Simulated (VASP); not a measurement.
Write the native input for VASP 6.6.1 that does the following.

| Item | Value |
| --- | --- |
| Task | single point |
| Functional | PBE |
| Dispersion | D3(BJ) |
| Potentials or basis | VASP PAW PBE potentials, release 64 (Sb) |
| Cutoff | 520 eV |
| k mesh | 12 × 12 × 12 |
| Occupations | gaussian, width 0.1 eV |
| Spin | no spin polarisation |
| Dipole correction | no |
| Further INCAR settings | ALGO = Normal; EDIFF = 1e-07; NBANDS = 12 |

The structure of Sb lies in POSCAR:

```
Sb
1.0
    2.1616083242      1.2480051479      3.6796745351
   -2.1616083242      1.2480051479      3.6796745351
    0.0000000000     -2.4960102957      3.6796745351
Sb
2
Direct
    0.2361487229      0.2361487229      0.2361487229
    0.7638512771      0.7638512771      0.7638512771
```

One way to write it, as run:

INCAR

```
PREC = Accurate ; ENCUT = 520
EDIFF = 1E-7 ; ISMEAR = 0
SIGMA = 0.1 ; LREAL = False
LASPH = True ; NELM = 100
ALGO = Normal ; ISIF = 2
LWAVE = False ; LCHARG = False
GGA = PE ; IVDW = 12
NBANDS = 12
```

KPOINTS

```
Automatic mesh
0
Gamma
  12 12 12
```

Potentials or basis: VASP PAW PBE potentials, release 64 (Sb).

Run with:

```console
$ cat potpaw_PBE.64/Sb/POTCAR > POTCAR
$ mpirun -np 1 vasp_std > vasp.out
```

It gave:

```
Pressure                   : 0.1 GPa
Largest force              : 0.043 eV/Å
Band gap on the k mesh     : zero (band 5 reaches 7.50 eV, above the bottom of band 6 at 7.26 eV)
Dispersion energy per atom : -0.480 eV
```

Caveat: spin-orbit coupling is left out, which moves the levels of the heavy elements; pairwise dispersion overbinds metals, which lowers pressure and volume.

It took 2.4 min on 1 thread of Intel Xeon 8259CL (shared host), peak memory 0.29 GiB.
